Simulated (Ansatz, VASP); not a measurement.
**AlGa2N3: VASP beside Ansatz**

```
Al Ga N
1.0
     3.40267    0.00000    0.00000
    -1.70134    2.94680    0.00000
     0.00000    0.00000    8.33481
Al Ga N
1 2 3
Direct
  0.00000 0.00000 0.50000
  0.33333 0.66667 0.16667
  0.66667 0.33333 0.83333
  0.33333 0.66667 0.66667
  0.66667 0.33333 0.33333
  0.00000 0.00000 0.00000
```

Alike in both runs: task relaxation of cell and atoms; functional PBE; k mesh 6 × 6 × 2; occupations gaussian, width 0.1 eV; no spin polarisation.

|  | VASP | Ansatz |
| --- | --- | --- |
| version | VASP 6.6.1 | Ansatz 0.2.0 |
| potentials or method | VASP PAW PBE potentials, release 64 (Al, Ga_d, N), cutoff 600 eV | scalar-relativistic, plane waves, PAW |
| valence electrons in the cell | 44 | 44 |

|  | VASP | Ansatz | Ansatz less VASP |
| --- | --- | --- | --- |
| gap on the k mesh at the Fermi level, each at its own relaxed structure (eV) | 1.45 | 1.49 | +0.032 |
| relaxed volume (Å³/atom) | 9.31 | 9.29 | -0.020 |
| relaxed length of the cell vector where the two differ most in proportion (Å) | 2.974 | 2.972 | -0.0022 |

Noted on VASP's run: the volume moved by over 15 % at a fixed basis, so the end points are rough.
